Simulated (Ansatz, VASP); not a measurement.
# Two plane-wave programs on HRh6

```
CELL_PARAMETERS angstrom
5.41659 0.00000 0.00000
-2.70829 4.69090 0.00000
0.00000 0.00000 22.29661
ATOMIC_POSITIONS crystal
Rh 0.33333 0.16667 0.17940
Rh 0.33333 0.66667 0.17940
Rh 0.83333 0.16667 0.17940
Rh 0.83333 0.66667 0.17940
Rh 0.16667 0.33333 0.27578
Rh 0.16667 0.83333 0.27578
Rh 0.66667 0.33333 0.27578
Rh 0.66667 0.83333 0.27578
Rh 0.00000 0.00000 0.37210
Rh 0.00000 0.50000 0.37210
Rh 0.50000 0.00000 0.37210
Rh 0.50000 0.50000 0.37210
H 0.17032 0.34065 0.44969
H 0.32968 0.65935 0.44969
```

Alike in both runs: task single point; functional PBE; k mesh 6 × 6 × 1; occupations gaussian, width 0.1 eV; no spin polarisation.

|  | VASP | Ansatz |
| --- | --- | --- |
| version | VASP 6.6.1 | Ansatz 0.2.0 |
| potentials or method | VASP PAW PBE potentials, release 64 (Rh_pv, H), cutoff 520 eV | scalar-relativistic, plane waves, PAW |
| valence electrons in the cell | 182 | 206 |

|  | VASP | Ansatz | Ansatz less VASP |
| --- | --- | --- | --- |
| gap on the k mesh at the Fermi level (eV) | none | none | - |
| rms of the force components (eV/Å) | 0.433 | 0.433 | -0.0001 |
| work function, face that differs most (eV) | 4.99 | 4.99 | +0.002 |

Atom by atom the forces differ by 0.001 eV/Å (rms over components). A gap of «none» marks a metal or a gap that the smearing closes. VASP's potentials hold 182 valence electrons a cell and Ansatz's 206, so a difference there can come from the potentials and not from the codes.
